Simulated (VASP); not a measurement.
# HfC (I4/mmm) in VASP: further runs, part 3 of 3

VASP 6.6.1. Earlier steps stand in the parts before.

**6. Single point, PBEsol**

This run uses another cell than the first one, of the same volume but with other edges.

INCAR reads:

```
SYSTEM = HfC
PREC = Accurate
ENCUT = 520
EDIFF = 1E-7
ISMEAR = 0
SIGMA = 0.15
LREAL = .FALSE.
LASPH = .TRUE.
NELM = 60
ALGO = Normal
ISIF = 2
LWAVE = .FALSE.
LCHARG = .FALSE.
GGA = PS
NBANDS = 14
```

KPOINTS reads:

```
regular mesh
0
G
  20 20 20
  0 0 0
```

POSCAR reads:

```
HfC
1.0
    0.0000000000      2.5257561725      1.9700898145
    2.5257561725      0.0000000000      1.9700898145
    2.5257561725      2.5257561725      0.0000000000
Hf C
1 1
Direct
    0.5000000000      0.5000000000      0.5000000000
    0.0000000000      0.0000000000      0.0000000000
```

Potentials or basis: VASP PAW PBE potentials, release 64 (Hf_pv, C).

On the command line:

```sh
> cat potpaw_PBE.64/Hf_pv/POTCAR potpaw_PBE.64/C/POTCAR > POTCAR
> mpirun -np 1 vasp_std > vasp.out
```

OUTCAR:

```text
SYSTEM = HfC
   PREC = Accurate
   ENCUT = 520
   EDIFF = 1E-7
   ISMEAR = 0
   LREAL = .FALSE.
   LASPH = .TRUE.
   NELM = 60
   ISIF = 2
   GGA = PS

 ion  position               nearest neighbor table
   1  0.500  0.500  0.500-   2 1.97   2 1.97   2 2.53   2 2.53   2 2.53   2 2.53
   2  0.000  0.000  0.000-   1 1.97   1 1.97   1 2.53   1 2.53   1 2.53   1 2.53

  LATTYP: Found a body centered tetragonal cell.
 ALAT       =     3.5719586344
 C/A-ratio  =     1.1030865786

  Lattice vectors:

 A1 = (   0.0000000000,  -2.5257561725,  -1.9700898145)
 A2 = (   0.0000000000,   2.5257561725,  -1.9700898145)
 A3 = (   2.5257561725,   0.0000000000,   1.9700898145)

Analysis of symmetry for initial positions (statically):
=====================================================================
 Subroutine PRICEL returns:
 Original cell was already a primitive cell.

 Routine SETGRP: Setting up the symmetry group for a
 body centered tetragonal supercell.

 Subroutine GETGRP returns: Found 16 space group operations
 (whereof 16 operations were pure point group operations)
 out of a pool of 16 trial point group operations.

The static configuration has the point symmetry D_4h.

Analysis of symmetry for dynamics (positions and initial velocities):
=====================================================================
 Subroutine PRICEL returns:
 Original cell was already a primitive cell.

 Routine SETGRP: Setting up the symmetry group for a
 body centered tetragonal supercell.

 Subroutine GETGRP returns: Found 16 space group operations
 (whereof 16 operations were pure point group operations)
 out of a pool of 16 trial point group operations.

The dynamic configuration has the point symmetry D_4h.

 Subroutine INISYM returns: Found 16 space group operations
 (whereof 16 operations are pure point group operations),
 and found     1 'primitive' translations

----------------------------------------------------------------------------------------

                                     Primitive cell

  volume of cell :      25.1362

  direct lattice vectors                    reciprocal lattice vectors
     0.000000000  2.525756172  1.970089815    -0.197960518  0.197960518  0.253795536
     2.525756172  0.000000000  1.970089815     0.197960518 -0.197960518  0.253795536
     2.525756172  2.525756172  0.000000000     0.197960518  0.197960518 -0.253795536

  length of vectors
     3.203232449  3.203232449  3.571958634     0.377874195  0.377874195  0.377874195

  position of ions in fractional coordinates (direct lattice)
     0.500000000  0.500000000  0.500000000
     0.000000000  0.000000000  0.000000000

  ion indices of the primitive-cell ions
   primitive index   ion index
                 1           1
                 2           2

----------------------------------------------------------------------------------------

 KPOINTS: regular mesh

Automatic generation of k-mesh.
 Grid dimensions read from file:
 generate k-points for:   20   20   20

 Generating k-lattice:

  Cartesian coordinates                     Fractional coordinates (reciprocal lattice)
[... 39 lines left out ...]
 -0.400000  0.050000  0.000000      8.000000
 -0.350000  0.050000  0.000000      8.000000
 [... further k-points ...]
   k-points           NKPTS =    641   k-points in BZ     NKDIM =    641   number of bands    NBANDS=     14
   number of dos      NEDOS =    301   number of ions     NIONS =      2
   total plane-waves  NPLWV =  16128
   dimension x,y,z NGX =    24 NGY =   24 NGZ =   28
   dimension x,y,z NGXF=    48 NGYF=   48 NGZF=   56
   ions per type =               1   1
   NGX,Y,Z   is equivalent  to a cutoff of  12.46, 12.46, 13.03 a.u.
   NGXF,Y,Z  is equivalent  to a cutoff of  24.91, 24.91, 26.06 a.u.
 SYSTEM =  HfC
   PREC   = accura    normal or accurate (medium, high low for compatibility)
   ISTART =      0    job   : 0-new  1-cont  2-samecut
   ICHARG =      2    charge: 1-file 2-atom 10-const
   ISPIN  =      1    spin polarized calculation?
   LNONCOLLINEAR =      F non collinear calculations
   LSORBIT =      F    spin-orbit coupling
   LASPH  =      T    aspherical Exc in radial PAW
   ENCUT  =  520.0 eV  38.22 Ry    6.18 a.u.   5.96  5.96  6.64*2*pi/ulx,y,z
   NELM   =     60;   NELMIN=  2; NELMDL= -5     # of ELM steps
   EDIFF  = 0.1E-06   stopping-criterion for ELM
   LREAL  =      F    real-space projection
   EDIFFG = 0.1E-05   stopping-criterion for IOM
   NSW    =      0    number of steps for IOM
   IBRION =     -1    ionic relax: 0-MD 1-quasi-New 2-CG
   NFREE  =      0    steps in history (QN), initial steepest desc. (CG)
   ISIF   =      2    stress and relaxation
   ISYM   =      2    0-nonsym 1-usesym 2-fastsym
   POTIM  = 0.5000    time-step for ionic-motion
   TEBEG  =    0.0;   TEEND  =   0.0 temperature during run
   PSTRESS=    0.0 pullay stress
   NELECT =      14.0000    total number of electrons
   NUPDOWN=      -1.0000    fix difference up-down
   EMIN   =  10.00;   EMAX   =-10.00  energy-range for DOS
   EFERMI =   0.00;   METHOD = LEGACY
   ISMEAR =     0;   SIGMA  =   0.15  broadening in eV -4-tet -1-fermi 0-gaus
   EFERMI_NEDOS =   21; number of points for ismear=-14 and -15
   IALGO  =     38    algorithm
   IMIX   =      4    mixing-type and parameters
     AMIX     =   0.40;   BMIX     =  1.00
     AMIX_MAG =   1.60;   BMIX_MAG =  1.00
  volume/ion in A,a.u.               =      12.57        84.81
  Fermi-wavevector in a.u.,A,eV,Ry     =   1.346949  2.545365 24.684672  1.814272
  Thomas-Fermi vector in A             =   2.474740
   LORBIT       =      0    0 simple, 1 ext, 2 COOP (PROOUT), +10 PAW based schemes
   GGA     = PS    functional components
   LHFCALC =     F    Hartree Fock is set to
   AEXX    =    0.0000 exact exchange contribution
   IVDW    =     0    specifies the selected vdW correction
   LEPSILON=     F    determine dielectric tensor
   LRPA    =     F    only Hartree local field effects (RPA)
 non-spin polarized calculation
 Gauss-broadening in eV      SIGMA  =   0.15
  energy-cutoff  :      520.00
  volume of cell :       25.14
 maximum number of plane-waves:       697
   NGX = 11   NGY = 11   NGZ = 13

 number of electron      14.0000001 magnetization

 Free energy of the ion-electron system (eV)
  ---------------------------------------------------
  ext. energy  EPLUGINS =         0.00000000
  ---------------------------------------------------
  free energy    TOTEN  =       -20.47800585 eV

  energy without entropy =      -20.47286176  energy(sigma->0) =      -20.47543381

 E-fermi :   6.0186     XC(G=0): -12.3203

 val. band max:        6.0107826497   @ k =   0.5000   0.3000   0.0000
 cond. band min:       6.0277334534   @ k =   0.4500   0.0500   0.3500
 fundamental gap:      0.0169508037
 Fermi energy:         6.0186210464

 k-point     1 :       0.0000    0.0000    0.0000
  band No.  band energies     occupation
      1     -23.6841      2.00000
      2     -23.5534      2.00000
      3     -23.5533      2.00000
      4      -6.5967      2.00000
      5       6.2993      0.00814
      6       6.2993      0.00814
      7       6.6975      0.00000
      8       6.6975      0.00000
      9       6.9796      0.00000
     10       7.5639      0.00000
     11       8.3453      0.00000
     12       9.1451      0.00000
     13      17.4550      0.00000
     14      17.7812      0.00000
[... 377 lines left out ...]
      1     -24.2006      2.00000
      2     -23.7052      2.00000
      3     -23.6084      2.00000
      4      -3.8675      2.00000
      5       0.9793      2.00000
      6       2.5661      2.00000
      7       3.6861      2.00000
      8       9.8911      0.00000
      9      10.1504      0.00000
     10      10.4863      0.00000
     11      13.4952      0.00000
     12      13.8856      0.00000
     13      16.0228      0.00000
     14      19.9433      0.00000

 [... further k-points ...]

------------------------ aborting loop because EDIFF is reached ----------------------------------------

  FORCE on cell =-STRESS in cart. coord.  units (eV):
  Direction    XX          YY          ZZ          XY          YZ          ZX
  --------------------------------------------------------------------------------------
  -------------------------------------------------------------------------------------
  Total       -4.3390132     -4.3390132     19.2604142      0.0000000     -0.0000000     -0.0000000
  in kB     -276.5684852   -276.5684852   1227.6578278      0.0000000     -0.0000000     -0.0000000
  external PRESSURE =     224.8402858 kB  Pullay stress =       0.0000000 kB

 VOLUME and BASIS-vectors are now :
 -----------------------------------------------------------------------------
  energy-cutoff  :      520.00
  volume of cell :       25.14
      direct lattice vectors                 reciprocal lattice vectors
     0.000000000  2.525756172  1.970089815    -0.197960518  0.197960518  0.253795536
     2.525756172  0.000000000  1.970089815     0.197960518 -0.197960518  0.253795536
     2.525756172  2.525756172  0.000000000     0.197960518  0.197960518 -0.253795536

 POSITION                                       TOTAL-FORCE (eV/Angst)
 -----------------------------------------------------------------------------------
      2.52576      2.52576      1.97009        -0.000000      0.000000      0.000000
      0.00000      0.00000      0.00000         0.000000      0.000000     -0.000000
 -----------------------------------------------------------------------------------
    total drift:                                0.000000     -0.000000      0.000000

  FREE ENERGIE OF THE ION-ELECTRON SYSTEM (eV)
  ---------------------------------------------------
  free  energy   TOTEN  =       -20.4780058500 eV

  energy  without entropy=      -20.4728617619  energy(sigma->0) =      -20.47543381
```

stdout:

```text
POSCAR found type information on POSCAR HfC
 POSCAR found :  2 types and       2 ions
 scaLAPACK will be used
 -----------------------------------------------------------------------------
|                                                                             |
|                                                                             |
|     You enforced a specific xc type in the INCAR file but a different       |
|     I HOPE YOU KNOW WHAT YOU ARE DOING!                                     |
|                                                                             |
 -----------------------------------------------------------------------------

 LDA part: xc-table for (Slater+PW92), standard interpolation
 POSCAR, INCAR and KPOINTS ok, starting setup
 FFT: planning ... GRIDC
 FFT: planning ... GRID_SOFT
 FFT: planning ... GRID
 WAVECAR not read
 entering main loop
```

Run time: 3.1 min. Hardware: 1 thread of AMD EPYC 7R13 (Zen 3), shared host; peak memory 0.31 GiB.

Results:

| Property | Result |
| --- | --- |
| Free energy | -20.4780 eV |
| Pressure | 22.5 GPa |
| Band gap on the k mesh | zero (band 7 reaches 6.72 eV, above the bottom of band 8 at 4.30 eV) |

Stress tensor (GPa, compression positive):
```
-27.66   0.00   0.00
  0.00 -27.66   0.00
  0.00   0.00 122.77
```

Caveat: the PAW data sets were made with another functional, which shifts forces and pressure a little; spin-orbit coupling is left out, which moves the levels of the heavy elements.

**7. Overview**

| cell | gap on the mesh (eV) | pressure (GPa) |
| --- | --- | --- |
| a = 3.196, b = 3.196, c = 3.691 Å, angles 54.7, 54.7, 70.5°, 2 atoms | none | 45.1 |
| a = 3.587, b = 3.587, c = 2.929 Å, angles 65.9, 65.9, 48.2°, 2 atoms | none | 44.0 |
| a = 3.221, b = 3.221, c = 3.471 Å, angles 57.4, 57.4, 65.2°, 2 atoms | none | 5.6 |
| a = 3.418, b = 3.418, c = 3.094 Å, angles 63.1, 63.1, 53.8°, 2 atoms | none | 8.0 |
| a = 3.203, b = 3.203, c = 3.572 Å, angles 56.1, 56.1, 67.8°, 2 atoms | none | 22.5 |

Alike in all rows: task single point; level PBEsol; potentials or basis VASP PAW PBE potentials, release 64 (Hf_pv, C); no spin polarisation; k mesh 20 × 20 × 20; cutoff (eV) 520; smearing gaussian 0.15 eV.

Caveats: the PAW data sets were made with another functional, which shifts forces and pressure a little; spin-orbit coupling is left out, which moves the levels of the heavy elements.

Absolute energies hang on the potentials; compare differences alone.
